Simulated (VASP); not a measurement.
# Pd (Im-3m) in VASP: a series of runs, part 2 of 2

VASP 6.6.1.

## Step 3: Single point, LDA (volume scaled by 1.04)

Contents of INCAR:

```
PREC = Accurate ; ENCUT = 520
EDIFF = 1E-7 ; ISMEAR = -1
SIGMA = 0.05 ; LREAL = False
LASPH = True ; NELM = 80
ALGO = Fast ; ISIF = 2
LWAVE = False ; LCHARG = False
NBANDS = 11
```

Contents of KPOINTS:

```
Automatic mesh
0
Gamma
  12 12 12
```

Contents of POSCAR:

```
Pd
1.0
   -1.5929712806      1.5929712806      1.5929712806
    1.5929712806     -1.5929712806      1.5929712806
    1.5929712806      1.5929712806     -1.5929712806
Pd
1
Direct
    0.0000000000      0.0000000000      0.0000000000
```

Potentials or basis: VASP PAW LDA potentials, release 64 (Pd).

Started as:

```
$ cat potpaw_LDA.64/Pd/POTCAR > POTCAR
$ mpirun -np 1 vasp_std > vasp.out
```

OUTCAR:

```text
PREC = Accurate
   ENCUT = 520
   EDIFF = 1E-7
   ISMEAR = -1
   LREAL = False
   LASPH = True
   NELM = 80
   ISIF = 2

 ion  position               nearest neighbor table
   1  0.000  0.000  0.000-

  LATTYP: Found a body centered cubic cell.
 ALAT       =     3.1859425612

  Lattice vectors:

 A1 = (  -1.5929712806,   1.5929712806,   1.5929712806)
 A2 = (   1.5929712806,  -1.5929712806,   1.5929712806)
 A3 = (   1.5929712806,   1.5929712806,  -1.5929712806)

Analysis of symmetry for initial positions (statically):
=====================================================================
 Subroutine PRICEL returns:
 Original cell was already a primitive cell.

 Routine SETGRP: Setting up the symmetry group for a
 body centered cubic supercell.

 Subroutine GETGRP returns: Found 48 space group operations
[... 9 lines left out ...]

 Routine SETGRP: Setting up the symmetry group for a
 body centered cubic supercell.

 Subroutine GETGRP returns: Found 48 space group operations
[... 11 lines left out ...]
                                     Primitive cell

  volume of cell :      16.1690

[... 136 lines left out ...]

 E-fermi :   8.0788     XC(G=0): -12.9606

 val. band max:        8.0717128669   @ k =  -0.2500   0.2500   0.1667
 cond. band min:       8.1421579907   @ k =  -0.4167   0.4167   0.2500
 fundamental gap:      0.0704451238
 Fermi energy:         8.0787536760

 k-point     1 :       0.0000    0.0000    0.0000
  band No.  band energies     occupation
      1       1.5562      2.00000
      2       5.4983      2.00000
      3       5.4983      2.00000
      4       5.4983      2.00000
      5       7.2813      2.00000
      6       7.2813      2.00000
      7      27.1984      0.00000
      8      27.1984      0.00000
      9      27.1984      0.00000
     10      34.8788      0.00000
     11      34.8795      0.00000
[... 309 lines left out ...]
 k-point    24 :       0.4167    0.0833    0.0833
  band No.  band energies     occupation
      1       3.7683      2.00000
      2       4.4552      2.00000
      3       7.1531      2.00000
      4       7.2722      2.00000
      5       7.4878      1.99999
      6      11.4978      0.00000
      7      15.2305      0.00000
      8      22.1269      0.00000
      9      22.6242      0.00000
     10      31.6673      0.00000
     11      34.5357      0.00000

 [... further k-points ...]
[... 5 lines left out ...]
  --------------------------------------------------------------------------------------
  -------------------------------------------------------------------------------------
  Total       -1.9887719     -1.9887719     -1.9887719      0.0000000      0.0000000      0.0000000
  in kB     -197.0660130   -197.0660130   -197.0660130      0.0000000      0.0000000      0.0000000
  external PRESSURE =    -197.0660130 kB  Pullay stress =       0.0000000 kB

 VOLUME and BASIS-vectors are now :
 -----------------------------------------------------------------------------
  energy-cutoff  :      520.00
  volume of cell :       16.17
      direct lattice vectors                 reciprocal lattice vectors
    -1.592971281  1.592971281  1.592971281     0.000000000  0.313878854  0.313878854
     1.592971281 -1.592971281  1.592971281     0.313878854  0.000000000  0.313878854
     1.592971281  1.592971281 -1.592971281     0.313878854  0.313878854  0.000000000

 POSITION                                       TOTAL-FORCE (eV/Angst)
 -----------------------------------------------------------------------------------
      0.00000      0.00000      0.00000         0.000000     -0.000000     -0.000000
 -----------------------------------------------------------------------------------
    total drift:                               -0.000000      0.000000      0.000000

  FREE ENERGIE OF THE ION-ELECTRON SYSTEM (eV)
  ---------------------------------------------------
  free  energy   TOTEN  =        -6.3123145393 eV

  energy  without entropy=       -6.3010621892  energy(sigma->0) =       -6.30668836
```

stdout:

```text
POSCAR found type information on POSCAR Pd
 POSCAR found :  1 types and       1 ions
 scaLAPACK will be used
 LDA part: xc-table for (Slater(with rela. corr.)+CA(PZ))
 , standard interpolation
 POSCAR, INCAR and KPOINTS ok, starting setup
 FFT: planning ... GRIDC
 FFT: planning ... GRID_SOFT
 FFT: planning ... GRID
 WAVECAR not read
 entering main loop
```

Wall time 6.6 s (1 thread of Intel Xeon Platinum 8488C (Sapphire Rapids), shared host); peak memory 0.13 GiB.

Results:

* Free energy: -6.3123 eV
* Pressure: -19.7 GPa
* Band gap on the k mesh: zero (band 5 reaches 8.61 eV, above the bottom of band 6 at 7.18 eV)

Levels at points of the mesh, in eV from the Fermi level:
```tsv
k point	band 1	band 2	band 3	band 4	band 5	band 6	band 7	band 8	band 9	band 10
(0.00, 0.00, 0.00)	-6.52	-2.58	-2.58	-2.58	-0.80	-0.80	19.12	19.12	19.12	26.80
(0.50, 0.00, 0.00)	-4.65	-3.63	-0.88	-0.60	0.53	1.51	7.17	14.85	16.79	23.09
(0.50, 0.50, 0.50)	-4.53	-4.53	0.20	0.20	0.20	8.80	8.80	8.80	16.10	16.72
```

Caveat: the cell differs from its parent crystal (volume scaled by 1.04).

## Step 4: Single point, LDA (volume scaled by 1.06)

Contents of INCAR:

```
SYSTEM = Pd
PREC = Accurate ; ENCUT = 520
EDIFF = 1E-7 ; ISMEAR = -1
SIGMA = 0.05 ; LREAL = .FALSE.
LASPH = .TRUE. ; NELM = 100
ALGO = Normal ; ISIF = 2
LWAVE = .FALSE. ; LCHARG = .FALSE.
NBANDS = 11
```

Contents of KPOINTS:

```
Automatic mesh
0
G
  12 12 12
  0 0 0
```

Contents of POSCAR:

```
Pd
1.0
   -1.6031178681      1.6031178681      1.6031178681
    1.6031178681     -1.6031178681      1.6031178681
    1.6031178681      1.6031178681     -1.6031178681
Pd
1
Direct
    0.0000000000      0.0000000000      0.0000000000
```

Started as:

```
$ cat potpaw_LDA.64/Pd/POTCAR > POTCAR
$ mpirun -np 1 vasp_std > vasp.out
```

Wall time 5.4 s (1 thread of Intel Xeon Platinum 8488C (Sapphire Rapids), shared host); peak memory 0.13 GiB.

It converged, with:

```yaml
Free_energy: -6.2724 eV
Pressure: -21.6 GPa
Band_gap_on_the_k_mesh: zero (band 5 reaches 8.30 eV, above the bottom of band 6 at 6.92 eV)
```

Levels at points of the mesh, in eV from the Fermi level:
| k point | band 2 | band 3 | band 4 | band 5 | band 6 | band 7 | band 8 | band 9 |
| --- | --- | --- | --- | --- | --- | --- | --- | --- |
| (0.00, 0.00, 0.00) | -2.51 | -2.51 | -2.51 | -0.77 | -0.77 | 19.06 | 19.06 | 19.06 |
| (0.50, 0.00, 0.00) | -3.52 | -0.86 | -0.59 | 0.51 | 1.55 | 7.02 | 14.79 | 16.60 |
| (0.50, 0.50, 0.50) | -4.39 | 0.19 | 0.19 | 0.19 | 8.73 | 8.73 | 8.73 | 15.79 |

Caveat: the cell differs from its parent crystal (volume scaled by 1.06).

## Step 5: Single point, RPBE+D3(BJ)

This run uses another cell than the first one, of 12.97 Å³/atom, 0.818 times its volume.

Contents of INCAR:

```
SYSTEM = Pd
PREC     = Accurate       ! precision mode
ENCUT    = 520            ! plane-wave cutoff, eV
EDIFF    = 1E-6           ! SCF threshold, eV
ISMEAR   = -1             ! smearing method
SIGMA    = 0.05           ! smearing width, eV
LREAL    = .FALSE.        ! projectors in reciprocal space
LASPH    = .TRUE.         ! aspherical terms in the spheres
NELM     = 60             ! most SCF steps
ALGO     = Normal         ! electronic algorithm
ISIF     = 2              ! what is computed and relaxed
LWAVE    = .FALSE.        ! write WAVECAR
LCHARG   = .FALSE.        ! write CHGCAR
GGA      = RP             ! functional
IVDW     = 12             ! dispersion correction
NBANDS   = 11             ! bands
```

KPOINTS is that of step 4.

Contents of POSCAR:

```
Pd
1.0
   -1.4799823160      1.4799823160      1.4799823160
    1.4799823160     -1.4799823160      1.4799823160
    1.4799823160      1.4799823160     -1.4799823160
Pd
1
Direct
    0.0000000000      0.0000000000      0.0000000000
```

Potentials or basis: VASP PAW PBE potentials, release 64 (Pd).

Started as:

```
$ cat potpaw_PBE.64/Pd/POTCAR > POTCAR
$ mpirun -np 1 vasp_std > vasp.out
```

Run time: 5 s. Hardware: 1 thread of AMD EPYC 9R45 (Zen 5), shared host; peak memory 0.11 GiB.

The run converged. Its results:

| Quantity | Value |
| --- | --- |
| Free energy | -8.2207 eV |
| Pressure | -0.5 GPa |
| Band gap on the k mesh | zero (band 5 reaches 13.00 eV, above the bottom of band 6 at 10.86 eV) |
| Dispersion energy per atom | -3.997 eV |

Levels at points of the mesh, in eV from the Fermi level:
```tsv
k point	band 3	band 4	band 5	band 6	band 7	band 8
(0.00, 0.00, 0.00)	-3.57	-3.57	-1.17	-1.17	19.62	19.62
(0.50, 0.00, 0.00)	-1.22	-0.84	0.82	1.26	9.25	15.45
(0.50, 0.50, 0.50)	0.33	0.33	0.33	9.86	9.86	9.86
```

Caveat: the PAW data sets were made with another functional, which shifts forces and pressure a little; pairwise dispersion overbinds metals, which lowers pressure and volume.

## Step 6: Single point, PBE+D3(BJ)

This run uses another cell than the first one, of 14.82 Å³/atom, 0.935 times its volume.

Contents of INCAR:

```
PREC = Accurate
ENCUT = 520
EDIFF = 1E-6
ISMEAR = -1
SIGMA = 0.05
LREAL = F
LASPH = T
NELM = 60
ALGO = Fast
ISIF = 2
LWAVE = F
LCHARG = F
GGA = PE
IVDW = 12
NBANDS = 11
```

Contents of KPOINTS:

```
Automatic mesh
0
Gamma
  12 12 12
```

Contents of POSCAR:

```
Pd
1.0
   -1.5474143891      1.5474143891      1.5474143891
    1.5474143891     -1.5474143891      1.5474143891
    1.5474143891      1.5474143891     -1.5474143891
Pd
1
Direct
    0.0000000000      0.0000000000      0.0000000000
```

Potentials or basis: VASP PAW PBE potentials, release 64 (Pd).

Started as:

```
$ cat potpaw_PBE.64/Pd/POTCAR > POTCAR
$ mpirun -np 1 vasp_std > vasp.out
```

Wall time 5.7 s (1 thread of AMD EPYC 9R45 (Zen 5), shared host); peak memory 0.11 GiB.

The run converged. Its results:

| Property | Result |
| --- | --- |
| Free energy | -5.8321 eV |
| Pressure | -0.2 GPa |
| Band gap on the k mesh | zero (band 5 reaches 10.30 eV, above the bottom of band 6 at 8.62 eV) |
| Dispersion energy per atom | -0.664 eV |

Levels at points of the mesh, in eV from the Fermi level:
```csv
k point,band 2,band 3,band 4,band 5,band 6,band 7,band 8,band 9
"(0.00, 0.00, 0.00)",-2.92,-2.92,-2.92,-0.94,-0.94,19.41,19.41,19.41
"(0.50, 0.00, 0.00)",-4.11,-1.01,-0.70,0.63,1.44,7.95,15.17,17.88
"(0.50, 0.50, 0.50)",-5.19,0.24,0.24,0.24,9.26,9.26,9.26,17.68
```

Caveat: pairwise dispersion overbinds metals, which lowers pressure and volume.

## Step 7: The runs side by side

| level | potentials or basis | cell | gap on the mesh (eV) | pressure (GPa) |
| --- | --- | --- | --- | --- |
| LDA | VASP PAW LDA potentials, release 64 (Pd) | a = 2.741 Å, angles 109.5°, 1 atom | none | -17.6 |
| LDA | VASP PAW LDA potentials, release 64 (Pd) | a = 2.759 Å, angles 109.5°, 1 atom | none | -19.7 |
| LDA | VASP PAW LDA potentials, release 64 (Pd) | a = 2.777 Å, angles 109.5°, 1 atom | none | -21.6 |
| RPBE+D3(BJ) | VASP PAW PBE potentials, release 64 (Pd) | a = 2.563 Å, angles 109.5°, 1 atom | none | -0.5 |
| PBE+D3(BJ) | VASP PAW PBE potentials, release 64 (Pd) | a = 2.680 Å, angles 109.5°, 1 atom | none | -0.2 |

Alike in all rows: task single point; no spin polarisation; k mesh 12 × 12 × 12; cutoff (eV) 520; smearing fermi-dirac 0.05 eV.

Caveats: pairwise dispersion overbinds metals, which lowers pressure and volume (some runs); the PAW data sets were made with another functional, which shifts forces and pressure a little (some runs).

Absolute energies hang on the potentials; compare differences alone.
